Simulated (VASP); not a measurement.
# KNiTe3 (Pm-3m) in VASP: single point with PBE

Aim: the single point of KNiTe3 with PBE.

Everything below comes from runs of VASP 6.6.1. Logs are shortened: lines on timing, memory, paths and dates and some standing lists are left out, and cuts for length are marked.

### 1 The cell of the first run

The structure is cubic, space group Pm-3m (No. 221). Conventional cell: a = 4.775 Å, b = 4.775 Å, c = 4.775 Å, α = 90.00°, β = 90.00°, γ = 90.00°. Within 4.4 Å of K (site symmetry m-3m) lie 12 Te at 3.38 Å and 8 Ni at 4.13 Å. Ni (site symmetry m-3m) has 6 Te at 2.39 Å within 3.2 Å. Within 3.2 Å of Te (site symmetry 4/mmm) lie 2 Ni at 2.39 Å.

### 2 Single point, PBE, non-collinear spin, zero start, spin-orbit coupling

The input, INCAR:

```
SYSTEM = KNiTe3
ALGO = Normal
EDIFF = 1E-6
ENCUT = 520
GGA = PE
GGA_COMPAT = .False.
ISIF = 2
ISMEAR = -1
LASPH = .True.
LCHARG = .False.
LMAXMIX = 4
LORBIT = 11
LORBMOM = .True.
LREAL = .False.
LSORBIT = .True.
LWAVE = .False.
MAGMOM = 0 0 0 0 0 0 0 0 0 0 0 0 0 0 0
NBANDS = 52
NELM = 150
PREC = Accurate
SIGMA = 0.1
```

The input, KPOINTS:

```
k-points
0
Gamma
  7 7 7
  0 0 0
```

The input, POSCAR:

```
KNiTe3
1.0
    4.7745210000      0.0000000000      0.0000000000
    0.0000000000      4.7745210000      0.0000000000
    0.0000000000      0.0000000000      4.7745210000
K Ni Te
1 1 3
Direct
    0.5000000000      0.5000000000      0.5000000000
    0.0000000000      0.0000000000      0.0000000000
    0.5000000000      0.0000000000      0.0000000000
    0.0000000000      0.5000000000      0.0000000000
    0.0000000000      0.0000000000      0.5000000000
```

Potentials or basis: VASP PAW PBE potentials, release 64 (K_sv, Ni, Te).

The run is started by

```sh
$ cat potpaw_PBE.64/K_sv/POTCAR potpaw_PBE.64/Ni/POTCAR potpaw_PBE.64/Te/POTCAR > POTCAR
$ mpirun -np 1 vasp_ncl > vasp.out
```

OUTCAR:

```text
SYSTEM = KNiTe3
   EDIFF = 1E-6
   ENCUT = 520
   GGA = PE
   ISIF = 2
   ISMEAR = -1
   LASPH = .True.
   LORBIT = 11
   LREAL = .False.
   LSORBIT = .True.
   NELM = 150
   PREC = Accurate

 ion  position               nearest neighbor table
   1  0.500  0.500  0.500-   3 3.38   4 3.38   5 3.38   3 3.38   4 3.38   3 3.38   5 3.38   3 3.38
                             4 3.38   5 3.38   4 3.38   5 3.38
   2  0.000  0.000  0.000-   3 2.39   4 2.39   5 2.39   5 2.39   4 2.39   3 2.39
   3  0.500  0.000  0.000-   2 2.39   2 2.39   4 3.38   5 3.38   1 3.38   5 3.38   1 3.38   4 3.38
                             1 3.38   1 3.38   4 3.38   5 3.38   5 3.38   4 3.38
   4  0.000  0.500  0.000-   2 2.39   2 2.39   3 3.38   5 3.38   1 3.38   5 3.38   1 3.38   3 3.38
                             5 3.38   5 3.38   1 3.38   3 3.38   1 3.38   3 3.38
   5  0.000  0.000  0.500-   2 2.39   2 2.39   3 3.38   4 3.38   1 3.38   3 3.38   4 3.38   1 3.38
                             4 3.38   4 3.38   1 3.38   3 3.38   3 3.38   1 3.38

  LATTYP: Found a simple cubic cell.
 ALAT       =     4.7745210000

  Lattice vectors:

 A1 = (   4.7745210000,   0.0000000000,   0.0000000000)
 A2 = (   0.0000000000,   4.7745210000,   0.0000000000)
 A3 = (   0.0000000000,   0.0000000000,   4.7745210000)

Analysis of symmetry for initial positions (statically):
=====================================================================
 Subroutine PRICEL returns:
 Original cell was already a primitive cell.

 Routine SETGRP: Setting up the symmetry group for a
 simple cubic supercell.

 Subroutine GETGRP returns: Found 48 space group operations
 (whereof 48 operations were pure point group operations)
 out of a pool of 48 trial point group operations.

The static configuration has the point symmetry O_h .

Analysis of symmetry for dynamics (positions and initial velocities):
=====================================================================
 Subroutine PRICEL returns:
 Original cell was already a primitive cell.

 Routine SETGRP: Setting up the symmetry group for a
 simple cubic supercell.

 Subroutine GETGRP returns: Found 48 space group operations
 (whereof 48 operations were pure point group operations)
 out of a pool of 48 trial point group operations.

The dynamic configuration has the point symmetry O_h .

Analysis of structural, dynamic, and magnetic symmetry:
=====================================================================
 Subroutine PRICEL returns:
 Original cell was already a primitive cell.

 Routine SETGRP: Setting up the symmetry group for a
 simple cubic supercell.

 Subroutine GETGRP returns: Found 48 space group operations
 (whereof 48 operations were pure point group operations)
 out of a pool of 48 trial point group operations.

The overall configuration has the point symmetry O_h .

 Subroutine INISYM returns: Found 48 space group operations
 (whereof 48 operations are pure point group operations),
 and found     1 'primitive' translations

----------------------------------------------------------------------------------------

                                     Primitive cell

  volume of cell :     108.8402

  direct lattice vectors                    reciprocal lattice vectors
     4.774521000  0.000000000  0.000000000     0.209445094  0.000000000  0.000000000
     0.000000000  4.774521000  0.000000000     0.000000000  0.209445094  0.000000000
     0.000000000  0.000000000  4.774521000     0.000000000  0.000000000  0.209445094

  length of vectors
     4.774521000  4.774521000  4.774521000     0.209445094  0.209445094  0.209445094

  position of ions in fractional coordinates (direct lattice)
     0.500000000  0.500000000  0.500000000
     0.000000000  0.000000000  0.000000000
     0.500000000  0.000000000  0.000000000
     0.000000000  0.500000000  0.000000000
     0.000000000  0.000000000  0.500000000

  ion indices of the primitive-cell ions
   primitive index   ion index
                 1           1
                 2           2
                 3           3
                 4           4
                 5           5

----------------------------------------------------------------------------------------

 KPOINTS: k-points

Automatic generation of k-mesh.
 Grid dimensions read from file:
 generate k-points for:    7    7    7

 Generating k-lattice:

  Cartesian coordinates                     Fractional coordinates (reciprocal lattice)
     0.029920728  0.000000000  0.000000000     0.142857143  0.000000000  0.000000000
     0.000000000  0.029920728  0.000000000     0.000000000  0.142857143  0.000000000
     0.000000000  0.000000000  0.029920728     0.000000000  0.000000000  0.142857143

  Length of vectors
     0.029920728  0.029920728  0.029920728

  Shift w.r.t. Gamma in fractional coordinates (k-lattice)
[... 71 lines left out ...]
   LORBIT       =     11    0 simple, 1 ext, 2 COOP (PROOUT), +10 PAW based schemes
   GGA     = PE    functional components
   LHFCALC =     F    Hartree Fock is set to
   AEXX    =    0.0000 exact exchange contribution
   IVDW    =     0    specifies the selected vdW correction
   LEPSILON=     F    determine dielectric tensor
   LRPA    =     F    only Hartree local field effects (RPA)
  energy-cutoff  :      520.00
  volume of cell :      108.84
 maximum number of plane-waves:      5912
 NGX is ok and might be reduce to    36
   NGX = 17   NGY = 17   NGZ = 17

 number of electron      37.0000000 magnetization       0.0000000      0.0000000      0.0000000

 number of electron      36.9999975 magnetization       0.0000000     -0.0000000     -0.0000000

 number of electron      36.9999975 magnetization       0.0000000      0.0000000     -0.0000000

 Free energy of the ion-electron system (eV)
  ---------------------------------------------------
  ext. energy  EPLUGINS =         0.00000000
  ---------------------------------------------------
  free energy    TOTEN  =       -15.25891306 eV

  energy without entropy =      -15.18444894  energy(sigma->0) =      -15.22168100

 E-fermi :   8.1149     XC(G=0): -10.4880

 val. band max:        8.1144303582   @ k =   0.2857   0.2857   0.1429
 cond. band min:       8.1253555326   @ k =   0.0000   0.0000   0.0000
 fundamental gap:      0.0109251745
 Fermi energy:         8.1148964181

 k-point     1 :       0.0000    0.0000    0.0000
  band No.  band energies     occupation
      1     -22.0513      1.00000
      2     -22.0513      1.00000
      3      -6.0543      1.00000
      4      -6.0543      1.00000
      5      -5.8465      1.00000
      6      -5.8465      1.00000
[... 1029 lines left out ...]
     48      14.2326      0.00000
     49      14.4440      0.00000
 [bands above 49 left out]

------------------------ aborting loop because EDIFF is reached ----------------------------------------

  FORCE on cell =-STRESS in cart. coord.  units (eV):
  Direction    XX          YY          ZZ          XY          YZ          ZX
  --------------------------------------------------------------------------------------
  -------------------------------------------------------------------------------------
  Total       16.1853955     16.1853955     16.1853955     -0.0000000     -0.0000000      0.0000000
  in kB      238.2563445    238.2563445    238.2563445     -0.0000000     -0.0000000      0.0000000
  external PRESSURE =     238.2563445 kB  Pullay stress =       0.0000000 kB

 VOLUME and BASIS-vectors are now :
 -----------------------------------------------------------------------------
  energy-cutoff  :      520.00
  volume of cell :      108.84
      direct lattice vectors                 reciprocal lattice vectors
     4.774521000  0.000000000  0.000000000     0.209445094  0.000000000  0.000000000
     0.000000000  4.774521000  0.000000000     0.000000000  0.209445094  0.000000000
     0.000000000  0.000000000  4.774521000     0.000000000  0.000000000  0.209445094

 POSITION                                       TOTAL-FORCE (eV/Angst)
 -----------------------------------------------------------------------------------
      2.38726      2.38726      2.38726         0.000000      0.000000      0.000000
      0.00000      0.00000      0.00000         0.000000      0.000000      0.000000
      2.38726      0.00000      0.00000         0.000000      0.000000      0.000000
      0.00000      2.38726      0.00000         0.000000      0.000000      0.000000
      0.00000      0.00000      2.38726         0.000000      0.000000      0.000000
 -----------------------------------------------------------------------------------
    total drift:                                0.000000      0.000000      0.000000

  FREE ENERGIE OF THE ION-ELECTRON SYSTEM (eV)
  ---------------------------------------------------
  free  energy   TOTEN  =       -15.2589130584 eV

  energy  without entropy=      -15.1844489387  energy(sigma->0) =      -15.22168100

 orbital moment (x)

 # of ion     p       d       tot
 ----------------------------------------
  1         0.000  -0.000  -0.000
  2         0.000  -0.000  -0.000
  3         0.000  -0.000  -0.000
  4         0.000  -0.000  -0.000
  5         0.000  -0.000  -0.000
 ----------------------------------------
            0.000  -0.000  -0.000

 orbital moment (y)

 # of ion     p       d       tot
 ----------------------------------------
  1         0.000  -0.000  -0.000
  2         0.000   0.000   0.000
  3         0.000   0.000   0.000
  4         0.000   0.000   0.000
  5         0.000  -0.000  -0.000
 ----------------------------------------
            0.000   0.000   0.000

 orbital moment (z)

 # of ion     p       d       tot
 ----------------------------------------
  1         0.000   0.000   0.000
  2         0.000   0.000   0.000
  3         0.000   0.000   0.000
  4         0.000   0.000   0.000
  5         0.000   0.000   0.000
 ----------------------------------------
            0.000   0.000   0.000

 Spin-Orbit-Coupling matrix elements

 Ion:    1  E_soc:     -0.0090355
 l=   1
     0.0000000    -0.0015020    -0.0015020
    -0.0015020     0.0000000    -0.0015020
    -0.0015020    -0.0015020     0.0000000
 l=   2
     0.0000000    -0.0000004     0.0000000    -0.0000004    -0.0000036
    -0.0000004     0.0000000    -0.0000027    -0.0000004    -0.0000009
     0.0000000    -0.0000027     0.0000000    -0.0000027     0.0000000
    -0.0000004    -0.0000004    -0.0000027     0.0000000    -0.0000009
    -0.0000036    -0.0000009     0.0000000    -0.0000009     0.0000000
 l=   3
     0.0000000     0.0000000     0.0000000     0.0000000     0.0000000     0.0000000     0.0000000
     0.0000000     0.0000000     0.0000000     0.0000000     0.0000000     0.0000000     0.0000000
     0.0000000     0.0000000     0.0000000     0.0000000     0.0000000     0.0000000     0.0000000
     0.0000000     0.0000000     0.0000000     0.0000000     0.0000000     0.0000000     0.0000000
[... 69 lines left out ...]
 l=   2
     0.0000000    -0.0000365     0.0000000    -0.0000365    -0.0000585
    -0.0000365     0.0000000    -0.0002098    -0.0000644    -0.0000620
     0.0000000    -0.0002098     0.0000000    -0.0002098     0.0000000
    -0.0000365    -0.0000644    -0.0002098     0.0000000    -0.0000620
    -0.0000585    -0.0000620     0.0000000    -0.0000620     0.0000000
 l=   3
     0.0000000     0.0000000     0.0000000     0.0000000     0.0000000     0.0000000     0.0000000
     0.0000000     0.0000000     0.0000000     0.0000000     0.0000000     0.0000000     0.0000000
     0.0000000     0.0000000     0.0000000     0.0000000     0.0000000     0.0000000     0.0000000
     0.0000000     0.0000000     0.0000000     0.0000000     0.0000000     0.0000000     0.0000000
     0.0000000     0.0000000     0.0000000     0.0000000     0.0000000     0.0000000     0.0000000
     0.0000000     0.0000000     0.0000000     0.0000000     0.0000000     0.0000000     0.0000000
     0.0000000     0.0000000     0.0000000     0.0000000     0.0000000     0.0000000     0.0000000

 total charge

# of ion       s       p       d       tot
------------------------------------------
    1        1.968   5.583   0.077   7.628
    2        0.516   0.601   8.711   9.828
    3        1.414   1.984   0.072   3.470
    4        1.414   1.984   0.072   3.470
    5        1.414   1.984   0.072   3.470
--------------------------------------------------
tot          6.725  12.137   9.004  27.866

 magnetization (x)

# of ion       s       p       d       tot
------------------------------------------
    1        0.000  -0.000  -0.000   0.000
    2       -0.000   0.000   0.000   0.000
    3        0.000   0.000   0.000   0.000
    4        0.000   0.000  -0.000   0.000
    5        0.000   0.000  -0.000   0.000
--------------------------------------------------
tot          0.000   0.000   0.000   0.000

 magnetization (y)

# of ion       s       p       d       tot
------------------------------------------
    1        0.000  -0.000  -0.000  -0.000
    2        0.000  -0.000  -0.000  -0.000
    3        0.000   0.000   0.000   0.000
    4        0.000   0.000   0.000   0.000
    5       -0.000  -0.000   0.000  -0.000
--------------------------------------------------
tot          0.000   0.000  -0.000   0.000

 magnetization (z)

# of ion       s       p       d       tot
------------------------------------------
    1       -0.000   0.000  -0.000  -0.000
    2        0.000   0.000  -0.000  -0.000
    3        0.000   0.000   0.000   0.000
    4        0.000   0.000  -0.000   0.000
    5        0.000   0.000   0.000   0.000
--------------------------------------------------
tot          0.000   0.000  -0.000   0.000
```

Run time: 2.1 min. Hardware: 1 thread of Intel Xeon 6975P-C (Granite Rapids), shared host; peak memory 0.48 GiB.

Results:

```
Free energy                                           : -15.2589 eV
Pressure                                              : 23.8 GPa
Net moment                                            : 0.00 μB per cell
Valence electrons inside the program's atomic spheres : K 7.63; Ni 9.83; Te 3.47
```

Moments on the atoms (μB; x, y, z):
```
K   0.00 0.00 0.00
Ni  0.00 0.00 0.00
Te  0.00 0.00 0.00
Te  0.00 0.00 0.00
Te  0.00 0.00 0.00
```

Caveat: the cell stands under pressure.
